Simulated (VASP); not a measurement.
Crystal: Al2Cu.

```
Al Cu
1.0
     0.00000    2.18102    6.54307
     1.54222    0.00000    6.54307
     1.54222    2.18102    0.00000
Al Cu
2 1
Direct
  0.83333 0.83333 0.16667
  0.16667 0.16667 0.83333
  0.50000 0.50000 0.50000
```

- Program: VASP 6.6.1
- Task: relaxation of cell and atoms
- Functional: PBE
- Potentials or basis: VASP PAW PBE potentials, release 64 (Al, Cu)
- Cutoff: 600 eV
- k mesh: 8 × 8 × 8
- Occupations: gaussian, width 0.1 eV
- Spin: no spin polarisation

At the start: pressure 1.7 GPa; volume 14.67 Å³/atom.

Question: How do energy, volume and symmetry change on relaxing?

Answer: Over 8 steps the energy falls by 37.7 meV/atom and the volume is 14.97 Å³/atom (+2.0 %); space group Fmmm (No. 69, to 0.05 Å).

Step by step:
```csv
step,energy change (eV),largest force (eV/Å),pressure (GPa),volume (Å³)
1,0.0000,0.9659,1.69,44.02
2,-0.0744,0.4994,-0.92,45.01
3,-0.0956,0.2821,-1.71,45.71
4,-0.0852,0.1137,-3.36,47.14
5,-0.0999,0.1581,-2.44,46.19
6,-0.1119,0.0733,0.73,44.59
7,-0.1132,0.0130,-0.12,44.95
8,-0.1132,0.0187,0.08,44.92
```

Final structure:
```xyz
3
Lattice="0.0000 2.2389 6.5055 1.5419 0.0000 6.5055 1.5419 2.2389 0.0000" Properties=species:S:1:pos:R:3 pbc="T T T"
Al    1.5419    2.2389   10.9622
Al    1.5419    2.2389    2.0489
Cu    1.5419    2.2389    6.5055
```
